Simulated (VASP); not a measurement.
# Nb16H (a cell with a defect) in VASP: single point with PBEsol

Aim: the single point of Nb16H (a cell with a defect) with PBEsol.

Program: VASP 6.6.1. These are calculated values, not measurements. Logs are shortened: lines on timing, memory, paths and dates and some standing lists are left out, and cuts for length are marked.

### Step 1. The cell of the first run

The cell holds a defect, 17 atoms: a = 6.600 Å, b = 6.600 Å, c = 6.600 Å, α = 90.00°, β = 90.00°, γ = 90.00°.

### Step 2. Single point, PBEsol

Input file INCAR:

```
SYSTEM = Nb16H
PREC = Accurate ; ENCUT = 520
EDIFF = 1E-6 ; ISMEAR = -1
SIGMA = 0.05 ; LREAL = Auto
LASPH = .TRUE. ; NELM = 80
ALGO = Normal ; ISIF = 2
LWAVE = .FALSE. ; LCHARG = .FALSE.
GGA = PS ; NBANDS = 118
```

Input file KPOINTS:

```
Automatic mesh
0
G
  2 2 2
  0 0 0
```

Input file POSCAR:

```
Nb16H
1.0
    6.6000000000      0.0000000000      0.0000000000
    0.0000000000      6.6000000000      0.0000000000
    0.0000000000      0.0000000000      6.6000000000
Nb H
16 1
Direct
   -0.0000719385     -0.0003382665      0.0031250696
    0.4999285941      0.0034041234     -0.0000700630
   -0.0000709202      0.5013956090      0.0031387627
   -0.0000692333     -0.0004360299      0.5021952415
    0.2507917493      0.2505549307      0.2466724634
    0.4999286295      0.4976904992     -0.0000699276
    0.4999294116      0.0093986129      0.4927854298
    0.7490712574      0.2505539428      0.2466708774
   -0.0000693401      0.5015176058      0.5022041556
    0.2470634159      0.7505485959      0.2498693336
    0.2509137082      0.2505369976      0.7476050385
    0.4999293339      0.4917348677      0.4928056604
    0.7527943910      0.7505485792      0.2498695124
    0.7489457197      0.2505371797      0.7476039726
    0.2411226938      0.7505375410      0.7570175319
    0.7587292876      0.7505376334      0.7570161336
    0.4999234403      0.7505934780      0.6248244077
```

Potentials or basis: VASP PAW PBE potentials, release 64 (Nb_sv, H).

On the command line:

```sh
$ cat potpaw_PBE.64/Nb_sv/POTCAR potpaw_PBE.64/H/POTCAR > POTCAR
$ mpirun -np 1 vasp_std > vasp.out
```

OUTCAR:

```text
SYSTEM = Nb16H
   PREC = Accurate
   ENCUT = 520
   EDIFF = 1E-6
   ISMEAR = -1
   LREAL = Auto
   LASPH = .TRUE.
   NELM = 80
   ISIF = 2
   GGA = PS

 ion  position               nearest neighbor table
   1  1.000  1.000  0.003-  15 2.81  16 2.81  13 2.83  10 2.83   8 2.84   5 2.84  14 2.89  11 2.89

   2  0.500  0.003  1.000-   5 2.83   8 2.83  11 2.85  14 2.85  16 2.88  15 2.88  10 2.88  13 2.88

   3  1.000  0.501  0.003-  15 2.81  16 2.81  10 2.83  13 2.83   8 2.84   5 2.84  14 2.89  11 2.89

   4  1.000  1.000  0.502-  15 2.84  16 2.84  11 2.85  14 2.85  10 2.85  13 2.85   8 2.89   5 2.89

   5  0.251  0.251  0.247-   7 2.81  12 2.81   6 2.83   2 2.83   3 2.84   1 2.84   9 2.89   4 2.89

   6  0.500  0.498  1.000-   5 2.83   8 2.83  11 2.85  14 2.85  16 2.88  15 2.88  10 2.88  13 2.88

   7  0.500  0.009  0.493-  17 1.92   5 2.81   8 2.81  14 2.84  11 2.84  13 2.88  10 2.88  16 2.98
                            15 2.98
   8  0.749  0.251  0.247-   7 2.81  12 2.81   6 2.83   2 2.83   3 2.84   1 2.84   9 2.89   4 2.89

   9  1.000  0.502  0.502-  15 2.84  16 2.84  11 2.85  14 2.85  10 2.85  13 2.85   5 2.89   8 2.89

  10  0.247  0.751  0.250-   1 2.83   3 2.83   4 2.85   9 2.85  12 2.88   7 2.88   2 2.88   6 2.88

  11  0.251  0.251  0.748-   7 2.84  12 2.84   9 2.85   4 2.85   2 2.85   6 2.85   3 2.89   1 2.89

  12  0.500  0.492  0.493-  17 1.92   5 2.81   8 2.81  14 2.84  11 2.84  13 2.88  10 2.88  16 2.98
                            15 2.98
  13  0.753  0.751  0.250-   1 2.83   3 2.83   4 2.85   9 2.85  12 2.88   7 2.88   2 2.88   6 2.88

  14  0.749  0.251  0.748-   7 2.84  12 2.84   9 2.85   4 2.85   2 2.85   6 2.85   3 2.89   1 2.89

  15  0.241  0.751  0.757-  17 1.92   1 2.81   3 2.81   9 2.84   4 2.84   6 2.88   2 2.88  12 2.98
                             7 2.98
  16  0.759  0.751  0.757-  17 1.92   1 2.81   3 2.81   9 2.84   4 2.84   6 2.88   2 2.88  12 2.98
                             7 2.98
  17  0.500  0.751  0.625-   7 1.92  12 1.92  15 1.92  16 1.92

  LATTYP: Found a simple cubic cell.
 ALAT       =     6.6000000000

  Lattice vectors:

 A1 = (   6.6000000000,   0.0000000000,   0.0000000000)
 A2 = (   0.0000000000,   6.6000000000,   0.0000000000)
 A3 = (   0.0000000000,   0.0000000000,   6.6000000000)

Analysis of symmetry for initial positions (statically):
=====================================================================
 Subroutine PRICEL returns:
 Original cell was already a primitive cell.

 Routine SETGRP: Setting up the symmetry group for a
 simple cubic supercell.

 Subroutine GETGRP returns: Found  1 space group operations
 (whereof  1 operations were pure point group operations)
 out of a pool of 48 trial point group operations.

The static configuration has the point symmetry C_1 .

Analysis of symmetry for dynamics (positions and initial velocities):
=====================================================================
 Subroutine PRICEL returns:
 Original cell was already a primitive cell.

 Routine SETGRP: Setting up the symmetry group for a
 simple cubic supercell.

 Subroutine GETGRP returns: Found  1 space group operations
 (whereof  1 operations were pure point group operations)
 out of a pool of 48 trial point group operations.

The dynamic configuration has the point symmetry C_1 .

 Subroutine INISYM returns: Found  1 space group operations
 (whereof  1 operations are pure point group operations),
 and found     1 'primitive' translations

----------------------------------------------------------------------------------------

                                     Primitive cell

  volume of cell :     287.4960

  direct lattice vectors                    reciprocal lattice vectors
     6.600000000  0.000000000  0.000000000     0.151515152  0.000000000  0.000000000
     0.000000000  6.600000000  0.000000000     0.000000000  0.151515152  0.000000000
     0.000000000  0.000000000  6.600000000     0.000000000  0.000000000  0.151515152

  length of vectors
     6.600000000  6.600000000  6.600000000     0.151515152  0.151515152  0.151515152

  position of ions in fractional coordinates (direct lattice)
     0.999928062  0.999661733  0.003125070
     0.499928594  0.003404123  0.999929937
     0.999929080  0.501395609  0.003138763
     0.999930767  0.999563970  0.502195241
     0.250791749  0.250554931  0.246672463
     0.499928629  0.497690499  0.999930072
[... 9 lines left out ...]
     0.758729288  0.750537633  0.757016134
     0.499923440  0.750593478  0.624824408

  ion indices of the primitive-cell ions
   primitive index   ion index
                 1           1
                 2           2
                 3           3
                 4           4
                 5           5
                 6           6
[... 9 lines left out ...]
                16          16
                17          17

----------------------------------------------------------------------------------------

 KPOINTS: Automatic mesh

Automatic generation of k-mesh.
 Grid dimensions read from file:
 generate k-points for:    2    2    2

 Generating k-lattice:

  Cartesian coordinates                     Fractional coordinates (reciprocal lattice)
     0.075757576  0.000000000  0.000000000     0.500000000  0.000000000  0.000000000
     0.000000000  0.075757576  0.000000000     0.000000000  0.500000000  0.000000000
     0.000000000  0.000000000  0.075757576     0.000000000  0.000000000  0.500000000

  Length of vectors
     0.075757576  0.075757576  0.075757576

  Shift w.r.t. Gamma in fractional coordinates (k-lattice)
     0.000000000  0.000000000  0.000000000

 Subroutine IBZKPT returns following result:
 ===========================================

 Found      8 irreducible k-points:

 Following reciprocal coordinates:
            Coordinates               Weight
  0.000000  0.000000  0.000000      1.000000
  0.500000  0.000000  0.000000      1.000000
  0.000000  0.500000  0.000000      1.000000
  0.000000  0.000000  0.500000      1.000000
  0.500000  0.500000  0.000000      1.000000
  0.000000  0.500000  0.500000      1.000000
  0.500000  0.000000  0.500000      1.000000
  0.500000  0.500000  0.500000      1.000000
   k-points           NKPTS =      8   k-points in BZ     NKDIM =      8   number of bands    NBANDS=    118
   number of dos      NEDOS =    301   number of ions     NIONS =     17
   total plane-waves  NPLWV = 125000
   dimension x,y,z NGX =    50 NGY =   50 NGZ =   50
   dimension x,y,z NGXF=   100 NGYF=  100 NGZF=  100
   ions per type =              16   1
   NGX,Y,Z   is equivalent  to a cutoff of  12.59, 12.59, 12.59 a.u.
   NGXF,Y,Z  is equivalent  to a cutoff of  25.19, 25.19, 25.19 a.u.
 SYSTEM =  Nb16H
   PREC   = accura    normal or accurate (medium, high low for compatibility)
   ISTART =      0    job   : 0-new  1-cont  2-samecut
   ICHARG =      2    charge: 1-file 2-atom 10-const
   ISPIN  =      1    spin polarized calculation?
   LNONCOLLINEAR =      F non collinear calculations
   LSORBIT =      F    spin-orbit coupling
   LASPH  =      T    aspherical Exc in radial PAW
   ENCUT  =  520.0 eV  38.22 Ry    6.18 a.u.  12.27 12.27 12.27*2*pi/ulx,y,z
   NELM   =     80;   NELMIN=  2; NELMDL= -5     # of ELM steps
   EDIFF  = 0.1E-05   stopping-criterion for ELM
   LREAL  =      T    real-space projection
   EDIFFG = 0.1E-04   stopping-criterion for IOM
   NSW    =      0    number of steps for IOM
   IBRION =     -1    ionic relax: 0-MD 1-quasi-New 2-CG
   NFREE  =      0    steps in history (QN), initial steepest desc. (CG)
   ISIF   =      2    stress and relaxation
   ISYM   =      2    0-nonsym 1-usesym 2-fastsym
   POTIM  = 0.5000    time-step for ionic-motion
   TEBEG  =    0.0;   TEEND  =   0.0 temperature during run
   PSTRESS=    0.0 pullay stress
   NELECT =     209.0000    total number of electrons
   NUPDOWN=      -1.0000    fix difference up-down
   EMIN   =  10.00;   EMAX   =-10.00  energy-range for DOS
   EFERMI =   0.00;   METHOD = LEGACY
   ISMEAR =    -1;   SIGMA  =   0.05  broadening in eV -4-tet -1-fermi 0-gaus
   EFERMI_NEDOS =   21; number of points for ismear=-14 and -15
   IALGO  =     38    algorithm
   IMIX   =      4    mixing-type and parameters
     AMIX     =   0.40;   BMIX     =  1.00
     AMIX_MAG =   1.60;   BMIX_MAG =  1.00
  volume/ion in A,a.u.               =      16.91       114.12
  Fermi-wavevector in a.u.,A,eV,Ry     =   1.472018  2.781710 29.481589  2.166836
  Thomas-Fermi vector in A             =   2.587083
   LORBIT       =      0    0 simple, 1 ext, 2 COOP (PROOUT), +10 PAW based schemes
   GGA     = PS    functional components
   LHFCALC =     F    Hartree Fock is set to
   AEXX    =    0.0000 exact exchange contribution
   IVDW    =     0    specifies the selected vdW correction
   LEPSILON=     F    determine dielectric tensor
   LRPA    =     F    only Hartree local field effects (RPA)
 non-spin polarized calculation
  energy-cutoff  :      520.00
  volume of cell :      287.50
 maximum number of plane-waves:      7809
 NGX is ok and might be reduce to    50
   NGX = 25   NGY = 25   NGZ = 25

 number of electron     209.0000020 magnetization

 Free energy of the ion-electron system (eV)
  ---------------------------------------------------
  ext. energy  EPLUGINS =         0.00000000
  ---------------------------------------------------
  free energy    TOTEN  =      -180.33502641 eV

  energy without entropy =     -180.25921946  energy(sigma->0) =     -180.29712294

 E-fermi :  11.0801     XC(G=0): -12.6852

 val. band max:       11.0459986990   @ k =   0.0000   0.5000   0.5000
 cond. band min:      11.1335815275   @ k =   0.5000   0.5000   0.0000
 fundamental gap:      0.0875828285
 Fermi energy:        11.0801365939

 k-point     1 :       0.0000    0.0000    0.0000
  band No.  band energies     occupation
      1     -43.2232      2.00000
      2     -43.0416      2.00000
      3     -43.0206      2.00000
      4     -43.0204      2.00000
      5     -43.0006      2.00000
      6     -42.9925      2.00000
[... 108 lines left out ...]
    115      13.3847      0.00000
    116      13.3925      0.00000
[... 831 lines left out ...]
    115      14.3001      0.00000
    116      14.3333      0.00000
 [bands above 116 left out]

------------------------ aborting loop because EDIFF is reached ----------------------------------------

  FORCE on cell =-STRESS in cart. coord.  units (eV):
  Direction    XX          YY          ZZ          XY          YZ          ZX
  --------------------------------------------------------------------------------------
  -------------------------------------------------------------------------------------
  Total       -4.0648715     -4.0645694     -4.1439158     -0.0003108     -0.0046897      0.0000853
  in kB      -22.6529936    -22.6513099    -23.0934967     -0.0017318     -0.0261352      0.0004755
  external PRESSURE =     -22.7992667 kB  Pullay stress =       0.0000000 kB

 VOLUME and BASIS-vectors are now :
 -----------------------------------------------------------------------------
  energy-cutoff  :      520.00
  volume of cell :      287.50
      direct lattice vectors                 reciprocal lattice vectors
     6.600000000  0.000000000  0.000000000     0.151515152  0.000000000  0.000000000
     0.000000000  6.600000000  0.000000000     0.000000000  0.151515152  0.000000000
     0.000000000  0.000000000  6.600000000     0.000000000  0.000000000  0.151515152

 POSITION                                       TOTAL-FORCE (eV/Angst)
 -----------------------------------------------------------------------------------
      6.59953      6.59777      0.02063        -0.000141     -0.000402     -0.001621
      3.29953      0.02247      6.59954         0.000529     -0.002135      0.002632
      6.59953      3.30921      0.02072        -0.000279      0.001534     -0.002667
      6.59954      6.59712      3.31449        -0.000110     -0.001414     -0.003453
      1.65523      1.65366      1.62804         0.001609      0.000343      0.002526
      3.29953      3.28476      6.59954        -0.000003      0.001727      0.002501
[... 9 lines left out ...]
      5.00761      4.95355      4.99631        -0.005387      0.000166     -0.000841
      3.29949      4.95392      4.12384         0.000080     -0.001203      0.000961
 -----------------------------------------------------------------------------------
    total drift:                                0.000429      0.002974      0.003551

  FREE ENERGIE OF THE ION-ELECTRON SYSTEM (eV)
  ---------------------------------------------------
  free  energy   TOTEN  =      -180.3350264137 eV

  energy  without entropy=     -180.2592194644  energy(sigma->0) =     -180.29712294
```

Wall time 7.2 min (1 thread of Intel Xeon 6975P-C (Granite Rapids), shared host); peak memory 0.44 GiB.

What came out:

| Item | Value |
| --- | --- |
| Free energy | -180.3350 eV |
| Pressure | -2.3 GPa |
| Largest force | 0.007 eV/Å |

Forces on the atoms (eV/Å):
```
Nb   0.000  0.000 -0.002
Nb   0.001 -0.002  0.003
Nb   0.000  0.002 -0.003
Nb   0.000 -0.001 -0.003
Nb   0.002  0.000  0.003
Nb   0.000  0.002  0.003
Nb   0.000 -0.007 -0.001
Nb  -0.002  0.000  0.002
Nb   0.000  0.001 -0.003
Nb   0.003  0.000 -0.003
Nb   0.001  0.000  0.005
Nb   0.000  0.005 -0.001
Nb  -0.003  0.000 -0.003
Nb  -0.001  0.000  0.005
Nb   0.006  0.000 -0.001
Nb  -0.005  0.000 -0.001
H    0.000 -0.001  0.001
```

Caveat: the k points lie up to 0.48 Å⁻¹ apart; the PAW data sets were made with another functional, which shifts forces and pressure a little.
